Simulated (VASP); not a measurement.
A run of VASP 6.6.1:

INCAR

```
  PREC = Accurate
  ENCUT = 520
  EDIFF = 1E-8
  ISMEAR = -1
  SIGMA = 0.05
  LREAL = F
  LASPH = T
  NELM = 100
  ALGO = Normal
  ISIF = 2
  LWAVE = F
  LCHARG = F
  GGA = CA
  LEFG = T
  NBANDS = 33
```

File KPOINTS:

```
Automatic mesh
0
Gamma
  9 9 6
```

The input POSCAR:

```
BiPt
1.0
    4.2287001624      0.0000000000      0.0000000000
   -2.1143500812      3.6621617656      0.0000000000
    0.0000000000      0.0000000000      5.4900000000
Bi Pt
2 2
Direct
    0.3333333333      0.6666666667      0.2500000000
    0.6666666667      0.3333333333      0.7500000000
    0.0000000000      0.0000000000      0.0000000000
    0.0000000000      0.0000000000      0.5000000000
```

Potentials or basis: VASP PAW LDA potentials, release 64 (Bi_d, Pt).

Run with:

```bash
$ cat potpaw_LDA.64/Bi_d/POTCAR potpaw_LDA.64/Pt/POTCAR > POTCAR
$ mpirun -np 1 vasp_std > vasp.out
```

Hardware: 1 thread of Oxide Virtual Turin-like Processor, on a shared host.

Q: How long does it take, and how much memory?

A: Wall time 3.1 min on 1 thread of Oxide Virtual Turin-like Processor, with other jobs on the host, peak memory 0.21 GiB. Counts: scf iterations 14, k points 48.
